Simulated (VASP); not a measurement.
BaO, 2 atoms in the cell. The structure is cubic, space group Fm-3m (No. 225). Conventional cell: a = 5.748 Å, b = 5.748 Å, c = 5.748 Å, α = 90.00°, β = 90.00°, γ = 90.00°. Ba (site symmetry m-3m) has 6 O at 2.87 Å within 3.8 Å. Within 3.8 Å of O (site symmetry m-3m) lie 6 Ba at 2.87 Å.  This cell differs from its parent crystal: strained.

```yaml
Program: VASP 6.6.1
Task: single point
Functional: PBE
Potentials_or_basis: VASP PAW PBE potentials, release 64 (Ba_sv, O)
Cutoff: 600 eV
k_mesh: 8 × 8 × 8
Occupations: gaussian, width 0.02 eV
Spin: no spin polarisation
Dipole_correction: no
Further_INCAR_settings: ALGO = Normal; EDIFF = 1e-06; NBANDS = 15
```

Potentials or basis: VASP PAW PBE potentials, release 64 (Ba_sv, O).

Launch:

```bash
$ cat potpaw_PBE.64/Ba_sv/POTCAR potpaw_PBE.64/O/POTCAR > POTCAR
$ mpirun -np 1 vasp_std > vasp.out
```

Hardware: 1 thread of AMD EPYC 7R13, with other jobs on the host.

**Question.** How long does it take, and how much memory?

**Answer.** Run time: 46 s on 1 thread of AMD EPYC 7R13, on a shared host, peak memory 0.16 GiB. Counts: scf iterations 13, k points 29.
